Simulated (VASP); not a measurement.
# Y (P6_3/mmc) in VASP: single point with LDA

Aim: the single point of Y with LDA.

Everything below comes from runs of VASP 6.6.1. Logs are shortened: lines on timing, memory, paths and dates and some standing lists are left out, and cuts for length are marked.

## Step 1: The cell of the first run

The structure is hexagonal, space group P6_3/mmc (No. 194). The conventional cell has a = 3.651 Å, b = 3.651 Å, c = 5.747 Å, α = 90.00°, β = 90.00°, γ = 120.00°. Y (site symmetry -6m2) has 12 Y at 3.56 to 3.65 Å within 4.7 Å.

## Step 2: Single point, LDA

File INCAR:

```
ALGO     = Normal         # electronic algorithm
EDIFF    = 1E-7           # SCF threshold, eV
ENCUT    = 520            # plane-wave cutoff, eV
ISIF     = 2              # what is computed and relaxed
ISMEAR   = 0              # smearing method
LASPH    = T              # aspherical terms in the spheres
LCHARG   = F              # write CHGCAR
LREAL    = F              # projectors in reciprocal space
LWAVE    = F              # write WAVECAR
NBANDS   = 18             # bands
NELM     = 100            # most SCF steps
PREC     = Accurate       # precision mode
SIGMA    = 0.1            # smearing width, eV
```

File KPOINTS:

```
k-points
0
Gamma
  6 6 4
```

File POSCAR:

```
Y
1.0
    3.6514992371      0.0000000000      0.0000000000
   -1.8257496185      3.1622911012      0.0000000000
    0.0000000000      0.0000000000      5.7474000000
Y
2
Direct
    0.3333333333      0.6666666667      0.2500000000
    0.6666666667      0.3333333333      0.7500000000
```

Potentials or basis: VASP PAW LDA potentials, release 64 (Y_sv).

Started as:

```sh
$ cat potpaw_LDA.64/Y_sv/POTCAR > POTCAR
$ mpirun -np 1 vasp_std > vasp.out
```

OUTCAR:

```text
EDIFF = 1E-7
   ENCUT = 520
   ISIF = 2
   ISMEAR = 0
   LASPH = T
   LREAL = F
   NELM = 100
   PREC = Accurate

 ion  position               nearest neighbor table
   1  0.333  0.667  0.250-   2 3.56   2 3.56   2 3.56   2 3.56   2 3.56   2 3.56
   2  0.667  0.333  0.750-   1 3.56   1 3.56   1 3.56   1 3.56   1 3.56   1 3.56

  LATTYP: Found a hexagonal cell.
 ALAT       =     3.6514992371
 C/A-ratio  =     1.5739836234

  Lattice vectors:

 A1 = (   3.6514992371,   0.0000000000,   0.0000000000)
 A2 = (  -1.8257496185,   3.1622911012,   0.0000000000)
 A3 = (   0.0000000000,   0.0000000000,   5.7474000000)

Analysis of symmetry for initial positions (statically):
=====================================================================
 Subroutine PRICEL returns:
 Original cell was already a primitive cell.

 Routine SETGRP: Setting up the symmetry group for a
 hexagonal supercell.

 Subroutine GETGRP returns: Found 24 space group operations
 (whereof 12 operations were pure point group operations)
 out of a pool of 24 trial point group operations.

The static configuration has the point symmetry D_3d.
 The point group associated with its full space group is D_6h.

Analysis of symmetry for dynamics (positions and initial velocities):
=====================================================================
 Subroutine PRICEL returns:
 Original cell was already a primitive cell.

 Routine SETGRP: Setting up the symmetry group for a
 hexagonal supercell.

 Subroutine GETGRP returns: Found 24 space group operations
 (whereof 12 operations were pure point group operations)
 out of a pool of 24 trial point group operations.

The dynamic configuration has the point symmetry D_3d.
 The point group associated with its full space group is D_6h.

 Subroutine INISYM returns: Found 24 space group operations
 (whereof 12 operations are pure point group operations),
 and found     1 'primitive' translations

----------------------------------------------------------------------------------------

                                     Primitive cell

  volume of cell :      66.3658

  direct lattice vectors                    reciprocal lattice vectors
     3.651499237  0.000000000  0.000000000     0.273860115  0.158113211  0.000000000
    -1.825749618  3.162291101  0.000000000     0.000000000  0.316226422  0.000000000
     0.000000000  0.000000000  5.747400000     0.000000000  0.000000000  0.173991718

  length of vectors
     3.651499237  3.651499237  5.747400000     0.316226422  0.316226422  0.173991718

  position of ions in fractional coordinates (direct lattice)
     0.333333333  0.666666667  0.250000000
     0.666666667  0.333333333  0.750000000

  ion indices of the primitive-cell ions
   primitive index   ion index
                 1           1
                 2           2

----------------------------------------------------------------------------------------

 KPOINTS: k-points

Automatic generation of k-mesh.
 Grid dimensions read from file:
 generate k-points for:    6    6    4

 Generating k-lattice:

  Cartesian coordinates                     Fractional coordinates (reciprocal lattice)
     0.045643352  0.026352202  0.000000000     0.166666667  0.000000000  0.000000000
     0.000000000  0.052704404  0.000000000     0.000000000  0.166666667  0.000000000
     0.000000000  0.000000000  0.043497929     0.000000000  0.000000000  0.250000000

  Length of vectors
     0.052704404  0.052704404  0.043497929

  Shift w.r.t. Gamma in fractional coordinates (k-lattice)
     0.000000000  0.000000000  0.000000000

 Subroutine IBZKPT returns following result:
 ===========================================

 Found     21 irreducible k-points:

 Following reciprocal coordinates:
            Coordinates               Weight
  0.000000  0.000000  0.000000      1.000000
  0.166667 -0.000000  0.000000      6.000000
  0.333333 -0.000000  0.000000      6.000000
  0.500000 -0.000000  0.000000      3.000000
  0.166667  0.166667  0.000000      6.000000
  0.333333  0.166667  0.000000     12.000000
[... 13 lines left out ...]
  0.333333  0.166667  0.500000     12.000000
  0.333333  0.333333  0.500000      2.000000
   k-points           NKPTS =     21   k-points in BZ     NKDIM =     21   number of bands    NBANDS=     18
   number of dos      NEDOS =    301   number of ions     NIONS =      2
   total plane-waves  NPLWV =  37632
   dimension x,y,z NGX =    28 NGY =   28 NGZ =   48
   dimension x,y,z NGXF=    56 NGYF=   56 NGZF=   96
   ions per type =               2
   NGX,Y,Z   is equivalent  to a cutoff of  12.75, 12.75, 13.88 a.u.
   NGXF,Y,Z  is equivalent  to a cutoff of  25.50, 25.50, 27.77 a.u.
 SYSTEM =  unknown system
   PREC   = accura    normal or accurate (medium, high low for compatibility)
   ISTART =      0    job   : 0-new  1-cont  2-samecut
   ICHARG =      2    charge: 1-file 2-atom 10-const
   ISPIN  =      1    spin polarized calculation?
   LNONCOLLINEAR =      F non collinear calculations
   LSORBIT =      F    spin-orbit coupling
   LASPH  =      T    aspherical Exc in radial PAW
   ENCUT  =  520.0 eV  38.22 Ry    6.18 a.u.   6.79  6.79 10.69*2*pi/ulx,y,z
   NELM   =    100;   NELMIN=  2; NELMDL= -5     # of ELM steps
   EDIFF  = 0.1E-06   stopping-criterion for ELM
   LREAL  =      F    real-space projection
   EDIFFG = 0.1E-05   stopping-criterion for IOM
   NSW    =      0    number of steps for IOM
   IBRION =     -1    ionic relax: 0-MD 1-quasi-New 2-CG
   NFREE  =      0    steps in history (QN), initial steepest desc. (CG)
   ISIF   =      2    stress and relaxation
   ISYM   =      2    0-nonsym 1-usesym 2-fastsym
   POTIM  = 0.5000    time-step for ionic-motion
   TEBEG  =    0.0;   TEEND  =   0.0 temperature during run
   PSTRESS=    0.0 pullay stress
   NELECT =      22.0000    total number of electrons
   NUPDOWN=      -1.0000    fix difference up-down
   EMIN   =  10.00;   EMAX   =-10.00  energy-range for DOS
   EFERMI =   0.00;   METHOD = LEGACY
   ISMEAR =     0;   SIGMA  =   0.10  broadening in eV -4-tet -1-fermi 0-gaus
   EFERMI_NEDOS =   21; number of points for ismear=-14 and -15
   IALGO  =     38    algorithm
   IMIX   =      4    mixing-type and parameters
     AMIX     =   0.40;   BMIX     =  1.00
     AMIX_MAG =   1.60;   BMIX_MAG =  1.00
  volume/ion in A,a.u.               =      33.18       223.93
  Fermi-wavevector in a.u.,A,eV,Ry     =   1.133011  2.141081 17.465997  1.283715
  Thomas-Fermi vector in A             =   2.269713
   LORBIT       =      0    0 simple, 1 ext, 2 COOP (PROOUT), +10 PAW based schemes
   GGA     = CA    functional components
   LHFCALC =     F    Hartree Fock is set to
   AEXX    =    0.0000 exact exchange contribution
   IVDW    =     0    specifies the selected vdW correction
   LEPSILON=     F    determine dielectric tensor
   LRPA    =     F    only Hartree local field effects (RPA)
 non-spin polarized calculation
 Gauss-broadening in eV      SIGMA  =   0.10
  energy-cutoff  :      520.00
  volume of cell :       66.37
 maximum number of plane-waves:      1818
 NGX is ok and might be reduce to    28
   NGX = 13   NGY = 13   NGZ = 21

 number of electron      22.0000001 magnetization

 Free energy of the ion-electron system (eV)
  ---------------------------------------------------
  ext. energy  EPLUGINS =         0.00000000
  ---------------------------------------------------
  free energy    TOTEN  =       -13.82156238 eV

  energy without entropy =      -13.79968043  energy(sigma->0) =      -13.81062140

 E-fermi :   2.8278     XC(G=0):  -9.6031

 val. band max:        2.8276465536   @ k =   0.5000  -0.0000   0.5000
 cond. band min:       2.8425908513   @ k =   0.1667   0.1667   0.0000
 fundamental gap:      0.0149442977
 Fermi energy:         2.8278109111

 k-point     1 :       0.0000    0.0000    0.0000
  band No.  band energies     occupation
      1     -39.7113      2.00000
      2     -39.6400      2.00000
      3     -20.0974      2.00000
      4     -19.6373      2.00000
      5     -19.6373      2.00000
      6     -19.5504      2.00000
[... 10 lines left out ...]
     17       5.4855      0.00000
     18       5.4855      0.00000

 k-point     2 :       0.1667   -0.0000    0.0000
  band No.  band energies     occupation
      1     -39.6984      2.00000
      2     -39.6356      2.00000
      3     -20.0506      2.00000
      4     -19.7303      2.00000
      5     -19.6681      2.00000
      6     -19.6464      2.00000
[... 10 lines left out ...]
     17       5.3717      0.00000
     18       5.5421      0.00000

 k-point     3 :       0.3333   -0.0000    0.0000
  band No.  band energies     occupation
      1     -39.6700      2.00000
      2     -39.6290      2.00000
      3     -19.9361      2.00000
      4     -19.9173      2.00000
      5     -19.8262      2.00000
      6     -19.7255      2.00000
[... 10 lines left out ...]
     17       6.5265      0.00000
     18       6.8408      0.00000

 k-point     4 :       0.5000   -0.0000    0.0000
  band No.  band energies     occupation
      1     -39.6525      2.00000
      2     -39.6291      2.00000
      3     -20.0107      2.00000
      4     -19.9111      2.00000
      5     -19.8507      2.00000
      6     -19.7528      2.00000
[... 10 lines left out ...]
     17       8.0268      0.00000
     18       8.1416      0.00000

 k-point     5 :       0.1667    0.1667    0.0000
  band No.  band energies     occupation
      1     -39.6776      2.00000
      2     -39.6302      2.00000
      3     -19.9689      2.00000
      4     -19.8281      2.00000
      5     -19.8179      2.00000
      6     -19.6925      2.00000
[... 10 lines left out ...]
     17       6.0925      0.00000
     18       6.7095      0.00000

 k-point     6 :       0.3333    0.1667    0.0000
  band No.  band energies     occupation
      1     -39.6526      2.00000
      2     -39.6290      2.00000
      3     -19.9622      2.00000
      4     -19.8813      2.00000
      5     -19.8522      2.00000
      6     -19.7817      2.00000
[... 10 lines left out ...]
     17       7.3835      0.00000
     18       7.8614      0.00000

 k-point     7 :       0.3333    0.3333    0.0000
  band No.  band energies     occupation
      1     -39.6364      2.00000
      2     -39.6364      2.00000
      3     -19.9425      2.00000
      4     -19.8532      2.00000
      5     -19.8532      2.00000
      6     -19.7537      2.00000
[... 10 lines left out ...]
     17       7.3071      0.00000
     18       7.6980      0.00000

 k-point     8 :       0.0000    0.0000    0.2500
  band No.  band energies     occupation
      1     -39.7009      2.00000
      2     -39.6505      2.00000
      3     -20.0159      2.00000
      4     -19.6247      2.00000
      5     -19.6247      2.00000
      6     -19.6027      2.00000
[... 10 lines left out ...]
     17       6.0441      0.00000
     18       6.0441      0.00000
[... 166 lines left out ...]
     17       6.8991      0.00000
     18       6.9051      0.00000

 k-point    17 :       0.3333   -0.0000    0.5000
  band No.  band energies     occupation
      1     -39.6496      2.00000
      2     -39.6496      2.00000
      3     -19.9748      2.00000
      4     -19.9748      2.00000
      5     -19.6645      2.00000
      6     -19.6645      2.00000
[... 10 lines left out ...]
     17       7.2095      0.00000
     18       7.2524      0.00000

 k-point    18 :       0.5000   -0.0000    0.5000
  band No.  band energies     occupation
      1     -39.6408      2.00000
      2     -39.6408      2.00000
      3     -20.0521      2.00000
      4     -20.0521      2.00000
      5     -19.6810      2.00000
      6     -19.6810      2.00000
[... 10 lines left out ...]
     17       7.8729      0.00000
     18       7.8767      0.00000

 k-point    19 :       0.1667    0.1667    0.5000
  band No.  band energies     occupation
      1     -39.6540      2.00000
      2     -39.6540      2.00000
      3     -19.9249      2.00000
      4     -19.9249      2.00000
      5     -19.6930      2.00000
      6     -19.6930      2.00000
[... 10 lines left out ...]
     17       6.9135      0.00000
     18       6.9135      0.00000

 k-point    20 :       0.3333    0.1667    0.5000
  band No.  band energies     occupation
      1     -39.6408      2.00000
      2     -39.6408      2.00000
      3     -20.0101      2.00000
      4     -20.0101      2.00000
      5     -19.7586      2.00000
      6     -19.7586      2.00000
[... 10 lines left out ...]
     17       7.5004      0.00000
     18       7.5004      0.00000

 k-point    21 :       0.3333    0.3333    0.5000
  band No.  band energies     occupation
      1     -39.6364      2.00000
      2     -39.6364      2.00000
      3     -19.9819      2.00000
      4     -19.9819      2.00000
      5     -19.8493      2.00000
      6     -19.8493      2.00000
[... 10 lines left out ...]
     17       7.1967      0.00000
     18       7.1967      0.00000

------------------------ aborting loop because EDIFF is reached ----------------------------------------

  FORCE on cell =-STRESS in cart. coord.  units (eV):
  Direction    XX          YY          ZZ          XY          YZ          ZX
  --------------------------------------------------------------------------------------
  -------------------------------------------------------------------------------------
  Total       -1.4851863     -1.4851863     -1.9575399     -0.0000000      0.0000000      0.0000000
  in kB      -35.8547764    -35.8547764    -47.2581503     -0.0000000      0.0000000      0.0000000
  external PRESSURE =     -39.6559010 kB  Pullay stress =       0.0000000 kB

 VOLUME and BASIS-vectors are now :
 -----------------------------------------------------------------------------
  energy-cutoff  :      520.00
  volume of cell :       66.37
      direct lattice vectors                 reciprocal lattice vectors
     3.651499237  0.000000000  0.000000000     0.273860115  0.158113211  0.000000000
    -1.825749618  3.162291101  0.000000000     0.000000000  0.316226422  0.000000000
     0.000000000  0.000000000  5.747400000     0.000000000  0.000000000  0.173991718

 POSITION                                       TOTAL-FORCE (eV/Angst)
 -----------------------------------------------------------------------------------
     -0.00000      2.10819      1.43685        -0.000000      0.000000      0.000000
      1.82575      1.05410      4.31055         0.000000      0.000000      0.000000
 -----------------------------------------------------------------------------------
    total drift:                                0.000000     -0.000000      0.000000

  FREE ENERGIE OF THE ION-ELECTRON SYSTEM (eV)
  ---------------------------------------------------
  free  energy   TOTEN  =       -13.8215623788 eV

  energy  without entropy=      -13.7996804262  energy(sigma->0) =      -13.81062140
```

Run time: 17 s. Hardware: 1 thread of Intel Xeon Platinum 8488C (Sapphire Rapids), shared host; peak memory 0.17 GiB.

Results:

- Free energy: -13.8216 eV
- Pressure: -4.0 GPa
- Band gap on the k mesh: zero (band 11 reaches 3.70 eV, above the bottom of band 12 at 2.36 eV)
